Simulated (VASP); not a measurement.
# MoS2 (P-3m1) in VASP: notebook

The runs below take MoS2 through single point, with PBE.

All numbers are computed with VASP 6.6.1; they aren't measurements. Logs are shortened: lines on timing, memory, paths and dates and some standing lists are left out, and cuts for length are marked.

**1. The cell of the first run**

The structure is trigonal, space group P-3m1 (No. 164). Conventional cell: a = 3.193 Å, b = 3.193 Å, c = 7.246 Å, α = 90.00°, β = 90.00°, γ = 120.00°. Mo (site symmetry -3m) has 6 S at 2.43 Å and 6 Mo at 3.19 Å within 3.2 Å. Within 3.2 Å of S (site symmetry 3m) lie 3 Mo at 2.43 Å and 6 S at 3.19 Å.

**2. Single point, PBE, collinear spin (21.33 Å³/atom)**

Contents of INCAR:

```
ALGO     = Normal         # electronic algorithm
EDIFF    = 1E-6           # SCF threshold, eV
ENCUT    = 520            # plane-wave cutoff, eV
GGA      = PE             # functional
ISIF     = 2              # what is computed and relaxed
ISMEAR   = 0              # smearing method
ISPIN    = 2              # spin polarisation
LASPH    = T              # aspherical terms in the spheres
LCHARG   = F              # write CHGCAR
LMAXMIX  = 4              # l up to which the mixer works
LORBIT   = 11             # projections on sites
LREAL    = F              # projectors in reciprocal space
LWAVE    = F              # write WAVECAR
MAGMOM   = 0.05 0 0       # initial moments
NBANDS   = 24             # bands
NELM     = 150            # most SCF steps
PREC     = Accurate       # precision mode
SIGMA    = 0.05           # smearing width, eV
```

Contents of KPOINTS:

```
k-points
0
Gamma
  12 12 6
```

Contents of POSCAR:

```
MoS2
1.0
    3.1933125128      0.0000000000      0.0000000000
   -1.5966562564      2.7654897583      0.0000000000
    0.0000000000      0.0000000000      7.2461173723
Mo S
1 2
Direct
    0.0000000000      0.0000000000      0.0000000000
    0.3333333333      0.6666666667      0.2186379097
    0.6666666667      0.3333333333      0.7813620903
```

Potentials or basis: VASP PAW PBE potentials, release 64 (Mo_sv, S).

The run is started by

```sh
cat potpaw_PBE.64/Mo_sv/POTCAR potpaw_PBE.64/S/POTCAR > POTCAR
mpirun -np 1 vasp_std > vasp.out
```

OUTCAR:

```text
EDIFF = 1E-6
   ENCUT = 520
   GGA = PE
   ISIF = 2
   ISMEAR = 0
   ISPIN = 2
   LASPH = T
   LORBIT = 11
   LREAL = F
   NELM = 150
   PREC = Accurate

 ion  position               nearest neighbor table
   1  0.000  0.000  0.000-   2 2.43   3 2.43   2 2.43   3 2.43   3 2.43   2 2.43
   2  0.333  0.667  0.219-   1 2.43   1 2.43   1 2.43
   3  0.667  0.333  0.781-   1 2.43   1 2.43   1 2.43

  LATTYP: Found a hexagonal cell.
 ALAT       =     3.1933125128
 C/A-ratio  =     2.2691538468

  Lattice vectors:

 A1 = (   3.1933125128,   0.0000000000,   0.0000000000)
 A2 = (  -1.5966562564,   2.7654897583,   0.0000000000)
 A3 = (   0.0000000000,   0.0000000000,   7.2461173723)

Analysis of symmetry for initial positions (statically):
=====================================================================
 Subroutine PRICEL returns:
 Original cell was already a primitive cell.

 Routine SETGRP: Setting up the symmetry group for a
 hexagonal supercell.

 Subroutine GETGRP returns: Found 12 space group operations
 (whereof 12 operations were pure point group operations)
 out of a pool of 24 trial point group operations.

The static configuration has the point symmetry D_3d.

Analysis of symmetry for dynamics (positions and initial velocities):
=====================================================================
 Subroutine PRICEL returns:
 Original cell was already a primitive cell.

 Routine SETGRP: Setting up the symmetry group for a
 hexagonal supercell.

 Subroutine GETGRP returns: Found 12 space group operations
 (whereof 12 operations were pure point group operations)
 out of a pool of 24 trial point group operations.

The dynamic configuration has the point symmetry D_3d.

Analysis of structural, dynamic, and magnetic symmetry:
=====================================================================
 Subroutine PRICEL returns:
 Original cell was already a primitive cell.

 Routine SETGRP: Setting up the symmetry group for a
 hexagonal supercell.

 Subroutine GETGRP returns: Found 12 space group operations
 (whereof 12 operations were pure point group operations)
 out of a pool of 24 trial point group operations.

The overall configuration has the point symmetry D_3d.

 Subroutine INISYM returns: Found 12 space group operations
 (whereof 12 operations are pure point group operations),
 and found     1 'primitive' translations

----------------------------------------------------------------------------------------

                                     Primitive cell

  volume of cell :      63.9910

  direct lattice vectors                    reciprocal lattice vectors
     3.193312513  0.000000000  0.000000000     0.313154443  0.180799802  0.000000000
    -1.596656256  2.765489758  0.000000000     0.000000000  0.361599603  0.000000000
     0.000000000  0.000000000  7.246117372     0.000000000  0.000000000  0.138004941

  length of vectors
     3.193312513  3.193312513  7.246117372     0.361599603  0.361599603  0.138004941

  position of ions in fractional coordinates (direct lattice)
     0.000000000  0.000000000  0.000000000
     0.333333333  0.666666667  0.218637910
     0.666666667  0.333333333  0.781362090

  ion indices of the primitive-cell ions
   primitive index   ion index
                 1           1
                 2           2
                 3           3

----------------------------------------------------------------------------------------

 KPOINTS: k-points

Automatic generation of k-mesh.
 Grid dimensions read from file:
 generate k-points for:   12   12    6

 Generating k-lattice:

  Cartesian coordinates                     Fractional coordinates (reciprocal lattice)
     0.026096204  0.015066650  0.000000000     0.083333333  0.000000000  0.000000000
     0.000000000  0.030133300  0.000000000     0.000000000  0.083333333  0.000000000
     0.000000000  0.000000000  0.023000823     0.000000000  0.000000000  0.166666667

  Length of vectors
     0.030133300  0.030133300  0.023000823

  Shift w.r.t. Gamma in fractional coordinates (k-lattice)
     0.000000000  0.000000000  0.000000000

 Subroutine IBZKPT returns following result:
 ===========================================

 Found    100 irreducible k-points:

 Following reciprocal coordinates:
            Coordinates               Weight
  0.000000  0.000000  0.000000      1.000000
  0.083333  0.000000  0.000000      6.000000
  0.166667  0.000000  0.000000      6.000000
  0.250000  0.000000  0.000000      6.000000
  0.333333  0.000000  0.000000      6.000000
  0.416667  0.000000  0.000000      6.000000
[... 16 lines left out ...]
  0.166667  0.000000  0.166667      6.000000
  0.000000  0.166667  0.166667      6.000000
 [... further k-points ...]
   k-points           NKPTS =    100   k-points in BZ     NKDIM =    100   number of bands    NBANDS=     24
   number of dos      NEDOS =    301   number of ions     NIONS =      3
   total plane-waves  NPLWV =  31104
   dimension x,y,z NGX =    24 NGY =   24 NGZ =   54
   dimension x,y,z NGXF=    48 NGYF=   48 NGZF=  108
   ions per type =               1   2
   NGX,Y,Z   is equivalent  to a cutoff of  12.49, 12.49, 12.39 a.u.
   NGXF,Y,Z  is equivalent  to a cutoff of  24.99, 24.99, 24.78 a.u.
 SYSTEM =  unknown system
   PREC   = accura    normal or accurate (medium, high low for compatibility)
   ISTART =      0    job   : 0-new  1-cont  2-samecut
   ICHARG =      2    charge: 1-file 2-atom 10-const
   ISPIN  =      2    spin polarized calculation?
   LNONCOLLINEAR =      F non collinear calculations
   LSORBIT =      F    spin-orbit coupling
   LASPH  =      T    aspherical Exc in radial PAW
   ENCUT  =  520.0 eV  38.22 Ry    6.18 a.u.   5.94  5.94 13.47*2*pi/ulx,y,z
   NELM   =    150;   NELMIN=  2; NELMDL= -5     # of ELM steps
   EDIFF  = 0.1E-05   stopping-criterion for ELM
   LREAL  =      F    real-space projection
[... 7 lines left out ...]
   TEBEG  =    0.0;   TEEND  =   0.0 temperature during run
   PSTRESS=    0.0 pullay stress
   NELECT =      26.0000    total number of electrons
   NUPDOWN=      -1.0000    fix difference up-down
   EMIN   =  10.00;   EMAX   =-10.00  energy-range for DOS
   EFERMI =   0.00;   METHOD = LEGACY
   ISMEAR =     0;   SIGMA  =   0.05  broadening in eV -4-tet -1-fermi 0-gaus
   EFERMI_NEDOS =   21; number of points for ismear=-14 and -15
   IALGO  =     38    algorithm
   IMIX   =      4    mixing-type and parameters
     AMIX     =   0.40;   BMIX     =  1.00
     AMIX_MAG =   1.60;   BMIX_MAG =  1.00
  volume/ion in A,a.u.               =      21.33       143.94
  Fermi-wavevector in a.u.,A,eV,Ry     =   1.212531  2.291352 20.003727  1.470232
  Thomas-Fermi vector in A             =   2.348012
   LORBIT       =     11    0 simple, 1 ext, 2 COOP (PROOUT), +10 PAW based schemes
   GGA     = PE    functional components
   LHFCALC =     F    Hartree Fock is set to
   AEXX    =    0.0000 exact exchange contribution
   IVDW    =     0    specifies the selected vdW correction
   LEPSILON=     F    determine dielectric tensor
   LRPA    =     F    only Hartree local field effects (RPA)
 spin polarized calculation
 Gauss-broadening in eV      SIGMA  =   0.05
  energy-cutoff  :      520.00
  volume of cell :       63.99
 maximum number of plane-waves:      1744
   NGX = 11   NGY = 11   NGZ = 27

 number of electron      26.0000001 magnetization      -0.0000086

 number of electron      26.0000001 magnetization       0.0000067

 Free energy of the ion-electron system (eV)
  ---------------------------------------------------
  ext. energy  EPLUGINS =         0.00000000
  ---------------------------------------------------
  free energy    TOTEN  =       -21.01592613 eV

  energy without entropy =      -21.01314592  energy(sigma->0) =      -21.01453602

 E-fermi :   5.6249     XC(G=0):  -9.6047

 val. band max:        5.6182666331   @ k =   0.1667   0.1667   0.5000
 cond. band min:       5.6283634482   @ k =   0.0833   0.0000   0.1667
 fundamental gap:      0.0100968152
 Fermi energy:         5.6248717357

 spin component 1

 k-point     1 :       0.0000    0.0000    0.0000
  band No.  band energies     occupation
      1     -56.1819      1.00000
      2     -30.2161      1.00000
      3     -30.1627      1.00000
      4     -30.1627      1.00000
      5      -9.1706      1.00000
      6      -8.0013      1.00000
[... 16 lines left out ...]
     23      17.5682      0.00000
     24      18.0580      0.00000

 k-point     2 :       0.0833    0.0000    0.0000
  band No.  band energies     occupation
      1     -56.1795      1.00000
      2     -30.2114      1.00000
      3     -30.1869      1.00000
      4     -30.1682      1.00000
      5      -9.0639      1.00000
      6      -7.9678      1.00000
[... 586 lines left out ...]
 k-point    24 :       0.0000    0.1667    0.1667
  band No.  band energies     occupation
      1     -56.1730      1.00000
      2     -30.2526      1.00000
      3     -30.1985      1.00000
      4     -30.1834      1.00000
      5      -8.7530      1.00000
      6      -7.8822      1.00000
[... 16 lines left out ...]
     23      16.7192      0.00000
     24      16.8071      0.00000

 [... further k-points ...]

 spin component 2

 k-point     1 :       0.0000    0.0000    0.0000
  band No.  band energies     occupation
      1     -56.1819      1.00000
      2     -30.2161      1.00000
      3     -30.1627      1.00000
      4     -30.1627      1.00000
      5      -9.1706      1.00000
      6      -8.0013      1.00000
[... 16 lines left out ...]
     23      17.5682      0.00000
     24      18.0580      0.00000

 k-point     2 :       0.0833    0.0000    0.0000
  band No.  band energies     occupation
      1     -56.1795      1.00000
      2     -30.2114      1.00000
      3     -30.1868      1.00000
      4     -30.1682      1.00000
      5      -9.0639      1.00000
      6      -7.9678      1.00000
[... 586 lines left out ...]
 k-point    24 :       0.0000    0.1667    0.1667
  band No.  band energies     occupation
      1     -56.1730      1.00000
      2     -30.2526      1.00000
      3     -30.1984      1.00000
      4     -30.1833      1.00000
      5      -8.7530      1.00000
      6      -7.8822      1.00000
[... 16 lines left out ...]
     23      16.7192      0.00000
     24      16.8072      0.00000

 [... further k-points ...]
[... 5 lines left out ...]
  --------------------------------------------------------------------------------------
  -------------------------------------------------------------------------------------
  Total       -0.0861336     -0.0861336     -0.0868603      0.0000000      0.0000000      0.0000000
  in kB       -2.1565735     -2.1565735     -2.1747685      0.0000000      0.0000000      0.0000000
  external PRESSURE =      -2.1626385 kB  Pullay stress =       0.0000000 kB

 VOLUME and BASIS-vectors are now :
 -----------------------------------------------------------------------------
  energy-cutoff  :      520.00
  volume of cell :       63.99
      direct lattice vectors                 reciprocal lattice vectors
     3.193312513  0.000000000  0.000000000     0.313154443  0.180799802  0.000000000
    -1.596656256  2.765489758  0.000000000     0.000000000  0.361599603  0.000000000
     0.000000000  0.000000000  7.246117372     0.000000000  0.000000000  0.138004941

 POSITION                                       TOTAL-FORCE (eV/Angst)
 -----------------------------------------------------------------------------------
      0.00000      0.00000      0.00000        -0.000000      0.000000      0.000000
     -0.00000      1.84366      1.58428         0.000000     -0.000000     -0.007175
      1.59666      0.92183      5.66184        -0.000000      0.000000      0.007175
 -----------------------------------------------------------------------------------
    total drift:                                0.000000      0.000000     -0.000000

  FREE ENERGIE OF THE ION-ELECTRON SYSTEM (eV)
  ---------------------------------------------------
  free  energy   TOTEN  =       -21.0159261267 eV

  energy  without entropy=      -21.0131459192  energy(sigma->0) =      -21.01453602

 total charge

# of ion       s       p       d       tot
------------------------------------------
    1        2.287   6.210   3.879  12.376
    2        1.366   2.318   0.000   3.684
    3        1.366   2.318   0.000   3.684
--------------------------------------------------
tot          5.019  10.845   3.879  19.743

 magnetization (x)

# of ion       s       p       d       tot
------------------------------------------
    1       -0.000  -0.000  -0.000  -0.000
    2       -0.000   0.000   0.000   0.000
    3       -0.000   0.000   0.000   0.000
--------------------------------------------------
tot         -0.000   0.000  -0.000  -0.000
```

Wall time 2.7 min (1 thread of Intel Xeon Platinum 8259CL at 2.50GHz (Skylake/Cascade Lake), shared host); peak memory 0.35 GiB.

What came out:

```yaml
Free_energy: -21.0159 eV
Pressure: -0.2 GPa
Largest_force: 0.007 eV/Å
Band_gap_on_the_k_mesh: zero (filled and empty bands overlap)
Net_moment: 0.00 μB per cell
Valence_electrons_inside_the_program's_atomic_spheres: Mo 12.38; S 3.68
```

Forces on the atoms (eV/Å):
```
Mo   0.000  0.000  0.000
S    0.000  0.000 -0.007
S    0.000  0.000  0.007
```

Caveat: this functional lacks dispersion, which binds layers or chains, so the pressure and a relaxed spacing across them are unreliable.

**3. Single point, PBE, collinear spin (21.93 Å³/atom)**

This run uses another cell than the first one, of 21.93 Å³/atom.

Contents of INCAR:

```
PREC     = Accurate       # precision mode
ENCUT    = 520            # plane-wave cutoff, eV
EDIFF    = 1E-6           # SCF threshold, eV
ISMEAR   = 0              # smearing method
SIGMA    = 0.05           # smearing width, eV
LREAL    = F              # projectors in reciprocal space
LASPH    = T              # aspherical terms in the spheres
NELM     = 150            # most SCF steps
ALGO     = Normal         # electronic algorithm
ISIF     = 2              # what is computed and relaxed
LWAVE    = F              # write WAVECAR
LCHARG   = F              # write CHGCAR
ISPIN    = 2              # spin polarisation
MAGMOM   = 0.05 0 0       # initial moments
LORBIT   = 11             # projections on sites
LMAXMIX  = 4              # l up to which the mixer works
GGA      = PE             # functional
NBANDS   = 24             # bands
```

Contents of KPOINTS:

```
regular mesh
0
Gamma
  12 12 6
```

Contents of POSCAR:

```
MoS2
1.0
    3.1927054288      0.0000000000      0.0000000000
   -1.5963527144      2.7649640082      0.0000000000
    0.0000000000      0.0000000000      7.4521127302
Mo S
1 2
Direct
    0.0000000000      0.0000000000      0.0000000000
    0.3333333333      0.6666666667      0.2126743586
    0.6666666667      0.3333333333      0.7873256414
```

Potentials or basis: VASP PAW PBE potentials, release 64 (Mo_sv, S).

The run is started by

```sh
cat potpaw_PBE.64/Mo_sv/POTCAR potpaw_PBE.64/S/POTCAR > POTCAR
mpirun -np 1 vasp_std > vasp.out
```

Wall time 3.2 min (1 thread of Intel Xeon Platinum 8259CL at 2.50GHz (Skylake/Cascade Lake), shared host); peak memory 0.35 GiB.

Results (log left out):

| Item | Value |
| --- | --- |
| Free energy | -21.0147 eV |
| Pressure | -0.2 GPa |
| Largest force | 0.009 eV/Å |
| Band gap on the k mesh | zero (filled and empty bands overlap) |
| Net moment | 0.00 μB per cell |
| Valence electrons inside the program's atomic spheres | Mo 12.38; S 3.68 |

Forces on the atoms (eV/Å):
```
Mo   0.000  0.000  0.000
S    0.000  0.000 -0.009
S    0.000  0.000  0.009
```

Levels at points of the mesh, in eV from the Fermi level:
Spin up:
```tsv
k point	band 10	band 11	band 12	band 13	band 14	band 15	band 16	band 17
(0.00, 0.00, 0.00)	-2.68	-1.09	-0.90	-0.90	-0.23	-0.23	3.17	3.17
(0.50, 0.00, 0.00)	-4.00	-2.91	-2.03	-1.60	1.06	1.77	3.38	4.06
(0.00, 0.00, 0.50)	-3.20	-0.90	-0.90	-0.70	-0.24	-0.24	3.18	3.18
(0.50, 0.00, 0.50)	-4.01	-2.75	-2.11	-1.59	1.06	1.78	3.34	4.42
```
Spin down:
```tsv
k point	band 11	band 12	band 13	band 14	band 15	band 16
(0.00, 0.00, 0.00)	-1.09	-0.90	-0.90	-0.23	-0.23	3.17
(0.50, 0.00, 0.00)	-2.91	-2.03	-1.60	1.06	1.77	3.38
(0.00, 0.00, 0.50)	-0.90	-0.90	-0.70	-0.24	-0.24	3.18
(0.50, 0.00, 0.50)	-2.75	-2.11	-1.59	1.06	1.78	3.34
```

Caveat: this functional lacks dispersion, which binds layers or chains, so the pressure and a relaxed spacing across them are unreliable.

(Continued in part 2 of 2.)

The gap in the log of VASP goes by the Fermi energy; the results here count the filled bands.